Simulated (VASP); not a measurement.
# BaTiO3 in VASP: notebook, part 2 of 2

VASP 6.6.1.

### Step 3. Single point, PBE+U (12.90 Å³/atom)

This run uses another cell than the first one, of 12.90 Å³/atom.

Input file INCAR:

```
SYSTEM = BaTiO3
PREC     = Accurate       ! precision mode
ENCUT    = 520            ! plane-wave cutoff, eV
EDIFF    = 1E-6           ! SCF threshold, eV
ISMEAR   = 0              ! smearing method
SIGMA    = 0.02           ! smearing width, eV
LREAL    = .False.        ! projectors in reciprocal space
LASPH    = .True.         ! aspherical terms in the spheres
NELM     = 150            ! most SCF steps
ALGO     = Normal         ! electronic algorithm
ISIF     = 2              ! what is computed and relaxed
LWAVE    = .False.        ! write WAVECAR
LCHARG   = .False.        ! write CHGCAR
LMAXMIX  = 4              ! l up to which the mixer works
LDAU     = .True.         ! DFT+U
LDAUTYPE = 2            
LDAUL    = -1 2 -1        ! shell
LDAUU    = 0 4 0          ! U, eV
LDAUJ    = 0 0 0        
LDAUPRINT= 1            
GGA      = PE             ! functional
NBANDS   = 28             ! bands
```

Input file KPOINTS:

```
Automatic mesh
0
Gamma
  8 8 8
  0 0 0
```

Input file POSCAR:

```
BaTiO3
1.0
    3.9941822470      0.0000000000      0.0000000000
    0.0000000000      2.8386929225      2.8434078142
    0.0000000000     -2.8386929225      2.8434078142
Ba Ti O
1 1 3
Direct
    0.0000000000      0.0041137700      0.0041137700
    0.5000000000      0.5121166836      0.5121166836
    0.0000000000      0.4947502564      0.4947502564
    0.5000000000      0.4953716584      0.9898676315
    0.5000000000      0.9898676315      0.4953716584
```

Potentials or basis: VASP PAW PBE potentials, release 64 (Ba_sv, Ti_sv, O).

Run with:

```sh
$ cat potpaw_PBE.64/Ba_sv/POTCAR potpaw_PBE.64/Ti_sv/POTCAR potpaw_PBE.64/O/POTCAR > POTCAR
$ mpirun -np 1 vasp_std > vasp.out
```

Wall time 83 s (1 thread of Intel Xeon 6975P-C (Granite Rapids), shared host); peak memory 0.3 GiB.

The run converged. Its results:

| Quantity | Value |
| --- | --- |
| Free energy | -37.2842 eV |
| Pressure | 7.1 GPa |
| Largest force | 0.397 eV/Å |
| Band gap on the k mesh | 2.35 eV (least direct gap 2.63 eV) |

Forces on the atoms (eV/Å):
```
Ba   0.000  0.000 -0.025
Ti   0.000  0.000 -0.397
O    0.000  0.000  0.008
O    0.000 -0.203  0.207
O    0.000  0.203  0.207
```

Stress tensor (GPa, compression positive):
```
7.04 0.00 0.00
0.00 7.19 0.00
0.00 0.00 6.99
```

Levels at points of the mesh, in eV from the valence-band top:
| k point | band 16 | band 17 | band 18 | band 19 | band 20 | band 21 | band 22 | band 23 | band 24 | band 25 |
| --- | --- | --- | --- | --- | --- | --- | --- | --- | --- | --- |
| (0.00, 0.00, 0.00) | -1.17 | -1.11 | -0.31 | -0.30 | -0.28 | 2.35 | 2.40 | 2.44 | 4.06 | 4.07 |
| (0.50, 0.00, 0.00) | -2.01 | -1.70 | -1.65 | -0.93 | -0.89 | 2.61 | 3.96 | 4.02 | 4.05 | 5.85 |
| (0.00, 0.50, 0.00) | -1.93 | -1.76 | -1.70 | -0.85 | -0.80 | 2.55 | 3.98 | 3.98 | 4.06 | 5.89 |
| (0.50, 0.50, 0.00) | -2.60 | -1.87 | -0.91 | -0.90 | -0.09 | 4.00 | 4.02 | 4.41 | 4.74 | 7.63 |
| (0.00, 0.50, 0.50) | -2.61 | -1.85 | -0.91 | -0.89 | -0.15 | 3.99 | 4.00 | 4.38 | 4.84 | 7.57 |
| (0.50, 0.50, 0.50) | -2.32 | -2.31 | -0.06 | -0.01 | 0.00 | 4.62 | 4.62 | 4.66 | 6.53 | 6.61 |

Eigenvalues of the final occupation matrices:
```tsv
site	spin	trace	eigenvalues
site 2 d	1	0.80	0.11 0.11 0.11 0.24 0.24
site 2 d	2	0.80	0.11 0.11 0.11 0.24 0.24
```

Caveat: the cell stands under pressure; spin-orbit coupling is left out, which moves the levels of the heavy elements. A k mesh can miss the band edges.

### Step 4. Single point, PBE+U

This run uses another cell than the first one, of 13.29 Å³/atom.

Input file INCAR:

```
ALGO     = Normal         # electronic algorithm
EDIFF    = 1E-6           # SCF threshold, eV
ENCUT    = 520            # plane-wave cutoff, eV
GGA      = PE             # functional
ISIF     = 2              # what is computed and relaxed
ISMEAR   = 0              # smearing method
LASPH    = True           # aspherical terms in the spheres
LCHARG   = False          # write CHGCAR
LDAU     = True           # DFT+U
LDAUJ    = 0 0 0        
LDAUL    = -1 2 -1        # shell
LDAUPRINT= 1            
LDAUTYPE = 2            
LDAUU    = 0 4 0          # U, eV
LMAXMIX  = 4              # l up to which the mixer works
LREAL    = False          # projectors in reciprocal space
LWAVE    = False          # write WAVECAR
NBANDS   = 28             # bands
NELM     = 150            # most SCF steps
PREC     = Accurate       # precision mode
SIGMA    = 0.02           # smearing width, eV
```

Input file KPOINTS:

```
k-points
0
Gamma
  8 8 8
```

Input file POSCAR:

```
BaTiO3
1.0
    4.0082194489      0.0000000000      0.0000000000
    0.0000000000      2.8732814687      2.8859184020
    0.0000000000     -2.8732814687      2.8859184020
Ba Ti O
1 1 3
Direct
    0.0000000000      0.0080771846      0.0080771846
    0.5000000000      0.5197092875      0.5197092875
    0.0000000000      0.4916268328      0.4916268328
    0.5000000000      0.4938075423      0.9829991528
    0.5000000000      0.9829991528      0.4938075423
```

Run with:

```sh
$ cat potpaw_PBE.64/Ba_sv/POTCAR potpaw_PBE.64/Ti_sv/POTCAR potpaw_PBE.64/O/POTCAR > POTCAR
$ mpirun -np 1 vasp_std > vasp.out
```

Run time: 91 s. Hardware: 1 thread of Intel Xeon 6975P-C (Granite Rapids), shared host; peak memory 0.31 GiB.

It converged, with:

| Quantity | Value |
| --- | --- |
| Free energy | -37.3081 eV |
| Pressure | 3.5 GPa |
| Largest force | 0.586 eV/Å |
| Band gap on the k mesh | 2.49 eV (least direct gap 2.92 eV) |

Forces on the atoms (eV/Å):
```
Ba   0.000  0.000 -0.045
Ti   0.000  0.000 -0.586
O    0.000  0.000  0.012
O    0.000 -0.306  0.309
O    0.000  0.306  0.309
```

Stress tensor (GPa, compression positive):
```
3.28 0.00 0.00
0.00 3.78 0.00
0.00 0.00 3.41
```

Levels at points of the mesh, in eV from the valence-band top:
```csv
k point,band 17,band 18,band 19,band 20,band 21,band 22,band 23,band 24
"(0.00, 0.00, 0.00)",-1.09,-0.47,-0.46,-0.42,2.49,2.62,2.68,4.11
"(0.50, 0.00, 0.00)",-1.63,-1.53,-1.11,-1.04,2.81,3.92,4.06,4.07
"(0.00, 0.50, 0.00)",-1.75,-1.64,-0.94,-0.83,2.70,3.95,3.96,4.10
"(0.50, 0.50, 0.00)",-1.86,-0.96,-0.93,-0.08,3.99,4.02,4.37,4.57
"(0.00, 0.50, 0.50)",-1.80,-0.95,-0.89,-0.22,3.97,4.00,4.29,4.82
"(0.50, 0.50, 0.50)",-2.32,-0.15,-0.02,0.00,4.51,4.52,4.62,6.28
```

Eigenvalues of the final occupation matrices:
```
    site  spin  trace               eigenvalues
site 2 d     1   0.81  0.11 0.11 0.11 0.24 0.24
site 2 d     2   0.81  0.11 0.11 0.11 0.24 0.24
```

Caveat: the cell stands under pressure; spin-orbit coupling is left out, which moves the levels of the heavy elements.

### Step 5. Single point, PBE+U

This run uses another cell than the first one, of 13.29 Å³/atom.

Input file INCAR:

```
  PREC = Accurate
  ENCUT = 520
  EDIFF = 1E-6
  ISMEAR = 0
  SIGMA = 0.05
  LREAL = F
  LASPH = T
  NELM = 150
  ALGO = Normal
  ISIF = 2
  LWAVE = F
  LCHARG = T
  LMAXMIX = 4
  LDAU = T
  LDAUTYPE = 2
  LDAUL = -1 2 -1
  LDAUU = 0 4 0
  LDAUJ = 0 0 0
  LDAUPRINT = 1
  GGA = PE
  LELF = T
  LVHAR = T
  NBANDS = 28
```

Input file KPOINTS:

```
regular mesh
0
Gamma
  6 6 6
```

Input file POSCAR:

```
BaTiO3
1.0
    4.0082194129      0.0000000000      0.0000000000
    0.0000000000      2.8732814832      2.8859184405
    0.0000000000     -2.8732814832      2.8859184405
Ba Ti O
1 1 3
Direct
    0.0000000000      0.0080771898      0.0080771898
    0.5000000000      0.5197092923      0.5197092923
    0.0000000000      0.4916268263      0.4916268263
    0.5000000000      0.4938075436      0.9829991481
    0.5000000000      0.9829991481      0.4938075436
```

Run with:

```sh
$ cat potpaw_PBE.64/Ba_sv/POTCAR potpaw_PBE.64/Ti_sv/POTCAR potpaw_PBE.64/O/POTCAR > POTCAR
$ mpirun -np 1 vasp_std > vasp.out
```

It took 3.3 min on 1 thread of Intel Xeon 8259CL, shared host; peak memory 0.24 GiB.

Results (log left out):

```yaml
Free_energy: -37.3081 eV
Pressure: 3.5 GPa
Largest_force: 0.585 eV/Å
Band_gap_on_the_k_mesh: 2.49 eV (least direct gap 2.92 eV)
```

Forces in eV/Å, atoms in the order of the input:
```
Ba   0.000  0.000 -0.045
Ti   0.000  0.000 -0.585
O    0.000  0.000  0.012
O    0.000 -0.307  0.309
O    0.000  0.307  0.309
```

Stress tensor (GPa, compression positive):
```
3.28 0.00 0.00
0.00 3.78 0.00
0.00 0.00 3.41
```

Levels at points of the mesh, in eV from the valence-band top:
```
           k point  band 16  band 17  band 18  band 19  band 20  band 21  band 22  band 23  band 24  band 25
(0.00, 0.00, 0.00)    -1.23    -1.09    -0.47    -0.46    -0.42     2.49     2.62     2.68     4.11     4.12
(0.50, 0.00, 0.00)    -2.03    -1.63    -1.53    -1.11    -1.04     2.81     3.92     4.06     4.07     5.61
(0.00, 0.50, 0.00)    -1.84    -1.75    -1.64    -0.94    -0.83     2.70     3.96     3.96     4.10     5.74
(0.50, 0.50, 0.00)    -2.51    -1.86    -0.96    -0.93    -0.08     3.99     4.02     4.37     4.57     7.39
(0.00, 0.50, 0.50)    -2.53    -1.80    -0.95    -0.89    -0.22     3.97     4.00     4.29     4.82     7.27
(0.50, 0.50, 0.50)    -2.35    -2.32    -0.15    -0.02     0.00     4.51     4.52     4.63     6.28     6.43
```

Eigenvalues of the final occupation matrices:
| site | spin | trace | eigenvalues |
| --- | --- | --- | --- |
| site 2 d | 1 | 0.81 | 0.11 0.11 0.11 0.24 0.24 |
| site 2 d | 2 | 0.81 | 0.11 0.11 0.11 0.24 0.24 |

Caveat: the cell stands under pressure; spin-orbit coupling is left out, which moves the levels of the heavy elements. A k mesh can miss the band edges.

### Step 6. The runs side by side

| cell | k mesh | smearing | gap on the mesh (eV) | pressure (GPa) | largest force (eV/Å) |
| --- | --- | --- | --- | --- | --- |
| a = 3.968 Å, 5 atoms, atomic positions A | 8 × 8 × 8 | gaussian 0.02 eV | 2.28 | 12.2 | - |
| a = 3.994, b = 4.018, c = 4.018 Å, angles 89.9, 90.0, 90.0°, 5 atoms, atomic positions B | 8 × 8 × 8 | gaussian 0.02 eV | 2.35 | 7.1 | 0.40 |
| a = 4.008, b = 4.072, c = 4.072 Å, angles 89.7, 90.0, 90.0°, 5 atoms, atomic positions C | 8 × 8 × 8 | gaussian 0.02 eV | 2.49 | 3.5 | 0.59 |
| a = 4.008, b = 4.072, c = 4.072 Å, angles 89.7, 90.0, 90.0°, 5 atoms, atomic positions C | 6 × 6 × 6 | gaussian 0.05 eV | 2.49 | 3.5 | 0.59 |

Alike in all rows: task single point; level PBE+U; potentials or basis VASP PAW PBE potentials, release 64 (Ba_sv, Ti_sv, O); no spin polarisation; Ti d U = 4.0 eV; cutoff (eV) 520.

Caveats: the cell stands under pressure; spin-orbit coupling is left out, which moves the levels of the heavy elements.

Absolute energies hang on the potentials; compare differences alone.
